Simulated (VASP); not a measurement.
A run of VASP 6.6.1:

The input INCAR:

```
SYSTEM = Li2O
ALGO = Normal
EDIFF = 1E-7
EDIFFG = -0.01
ENCUT = 750
GGA = PE
GGA_COMPAT = .FALSE.
IBRION = 2
ISIF = 3
ISMEAR = 0
LASPH = .TRUE.
LCHARG = .FALSE.
LREAL = .FALSE.
LWAVE = .FALSE.
NELM = 120
NELMIN = 4
NSW = 100
PREC = Accurate
SIGMA = 0.02
```

The input KPOINTS:

```
k-points
0
G
  8 8 8
  0 0 0
```

POSCAR

```
Li2O
1.0
    0.0000000000      2.3131900688      2.3131900688
    2.3131900688      0.0000000000      2.3131900688
    2.3131900688      2.3131900688      0.0000000000
Li O
2 1
Direct
    0.7500000000      0.7500000000      0.7500000000
    0.2500000000      0.2500000000      0.2500000000
    0.5000000000      0.5000000000      0.5000000000
```

Potentials or basis: VASP PAW PBE potentials, release 64 (Li_sv, O).

Command:

```bash
$ cat potpaw_PBE.64/Li_sv/POTCAR potpaw_PBE.64/O/POTCAR > POTCAR
$ mpirun -np 1 vasp_std > vasp.out
```

Hardware: 1 thread of Intel(R) Xeon(R) 6975P-C (Granite Rapids) (shared host).

Problem. Estimate the wall time of this run.

Solution. Run time: 11 s on 1 thread of Intel(R) Xeon(R) 6975P-C (Granite Rapids) (shared host), peak memory 0.15 GiB. Counts: scf iterations 21, k points 29, ion steps 2.
